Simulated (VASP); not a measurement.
**In2O3: relaxation of the atoms with LDA**

In2O3:

```
In O
1.0
     2.62548    1.51582    4.31326
    -2.62548    1.51582    4.31326
     0.00000   -3.03165    4.31326
In O
4 6
Direct
  0.36404 0.36404 0.36404
  0.13596 0.13596 0.13596
  0.63596 0.63596 0.63596
  0.86404 0.86404 0.86404
  0.54115 0.95885 0.25000
  0.25000 0.54115 0.95885
  0.95885 0.25000 0.54115
  0.45885 0.04115 0.75000
  0.75000 0.45885 0.04115
  0.04115 0.75000 0.45885
```

```yaml
Program: VASP 6.6.1
Task: relaxation of the atoms
Functional: LDA
Potentials_or_basis: VASP PAW LDA potentials, release 64 (In_d, O)
Cutoff: 520 eV
k_mesh: 5 × 5 × 5
Occupations: gaussian, width 0.01 eV
Spin: no spin polarisation
Dipole_correction: no
Further_INCAR_settings: ALGO = Normal; EDIFF = 1e-07; IBRION = 2; EDIFFG = -0.01; NSW = 80
```

The energy gained by relaxing is 1.5 meV/atom and the ionic steps are 4. The pressure after relaxing is 47.5 GPa and the largest force after relaxing is 0.009 eV/Å. The band gap on the k mesh is 2.17 eV.

Forces in eV/Å, atoms in the order of the input:
```
In   0.000  0.000  0.006
In   0.000  0.000 -0.006
In   0.000  0.000 -0.006
In   0.000  0.000  0.006
O    0.009  0.000  0.000
O   -0.005  0.008  0.000
O   -0.005 -0.008  0.000
O   -0.009  0.000  0.000
O    0.005 -0.008  0.000
O    0.005  0.008  0.000
```

Stress tensor (GPa, compression positive):
```
49.38  0.00  0.00
 0.00 49.38  0.00
 0.00  0.00 43.76
```

Step by step:
| step | energy change (eV) | largest force (eV/Å) | pressure (GPa) |
| --- | --- | --- | --- |
| 1 | 0.0000 | 0.2574 | 48.50 |
| 2 | -0.0093 | 0.1396 | 48.05 |
| 3 | -0.0104 | 0.1736 | 47.84 |
| 4 | -0.0148 | 0.0093 | 47.50 |

Final structure:
```
In O
1.0
     2.62548    1.51582    4.31326
    -2.62548    1.51582    4.31326
     0.00000   -3.03165    4.31326
In O
4 6
Cartesian
  0.0000 0.0000 4.7340
  0.0000 0.0000 1.7359
  0.0000 0.0000 8.2057
  0.0000 0.0000 11.2039
  -1.1115 1.5158 7.5482
  -0.7570 -1.7205 7.5482
  1.8685 0.2046 7.5482
  1.1115 -1.5158 5.3916
  0.7570 1.7205 5.3916
  -1.8685 -0.2046 5.3916
```

Levels at points of the mesh, in eV from the valence-band top:
| k point | band 41 | band 42 | band 43 | band 44 | band 45 | band 46 | band 47 | band 48 |
| --- | --- | --- | --- | --- | --- | --- | --- | --- |
| (0.00, 0.00, 0.00) | -0.42 | -0.42 | 0.00 | 0.00 | 2.17 | 5.67 | 7.09 | 7.84 |

Run time: 9.6 min on 1 thread of Intel Xeon 8259CL, with other jobs on the host, peak memory 0.24 GiB.

Caveat: spin-orbit coupling is left out, which moves the levels of the heavy elements.
